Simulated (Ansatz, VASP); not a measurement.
CrGa3: VASP beside Ansatz

```
Ga Cr
1.0
     0.00000    3.24816    3.24816
     3.24816    0.00000    3.24816
     3.24816    3.24816    0.00000
Ga Cr
3 1
Direct
  0.25000 0.25000 0.25000
  0.75000 0.75000 0.75000
  0.50000 0.50000 0.50000
  0.00000 0.00000 0.00000
```

Alike in both runs: functional PBE; k mesh 6 × 6 × 6; occupations gaussian, width 0.1 eV; collinear spin.

Ansatz relaxed the structure, and its values are those at the end. VASP's run is a single point on that final structure, the one shown.

|  | VASP | Ansatz |
| --- | --- | --- |
| version | VASP 6.6.1 | Ansatz 0.2.0 |
| potentials or method | VASP PAW PBE potentials, release 64 (Ga_d, Cr_pv), cutoff 520 eV | scalar-relativistic, plane waves, PAW |
| valence electrons in the cell | 51 | 53 |

|  | VASP | Ansatz | Ansatz less VASP |
| --- | --- | --- | --- |
| gap on the k mesh at the Fermi level (eV) | none | none | - |
| pressure (GPa) | 0.4 | 0.3 | -0.12 |
| net moment per atom (μB) | 1.03 | 1.03 | -0.001 |
| size of the moment on the site where the two differ most (μB) | 3.59 | 3.58 | -0.016 |

Site moments also hang on the region over which each program counts them. A gap of «none» marks a metal or a gap that the smearing closes. With one functional, cell and mesh, what is left measures potentials, basis and numerics. VASP's potentials hold 51 valence electrons a cell and Ansatz's 53, so a difference there can come from the potentials and not from the codes.
